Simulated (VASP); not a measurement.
Runs of VASP 6.6.1 on Mo. The structure is that of space group P6_3/mmc (No. 194), or close to it. The cells are those of the table. 

```csv
task,cell,cutoff (eV),gap on the mesh (eV),pressure (GPa)
relaxation of cell and atoms,"relaxed to 6.5 GPa from a = 2.697, b = 2.697, c = 4.751 Å, angles 90.0, 90.0, 120.0°, 2 atoms",600,none,6.5
single point,"a = 2.697, b = 2.697, c = 4.752 Å, angles 90.0, 90.0, 120.0°, 2 atoms",520,none,(a)
relaxation of cell and atoms,"relaxed to 6.5 GPa from a = 2.760, b = 2.760, c = 4.472 Å, angles 90.0, 90.0, 120.0°, 2 atoms",600,none,6.5
single point,"a = 2.697, b = 2.697, c = 4.751 Å, angles 90.0, 90.0, 120.0°, 2 atoms",520,none,7.7
```

Alike in all rows: level LDA; potentials or basis VASP PAW LDA potentials, release 64 (Mo_sv); no spin polarisation; k mesh 16 × 16 × 9; smearing fermi-dirac 0.05 eV.

**Question.** Estimate the missing entries.

**Answer.** (a) 7.6.

Caveats: the cell is relaxed towards a set pressure, so the enthalpy falls and the energy may rise (some runs).

A k mesh can miss the band edges, and the runs leave out spin-orbit coupling on Mo.

A gap of «none» marks levels without a gap at the run's occupations.
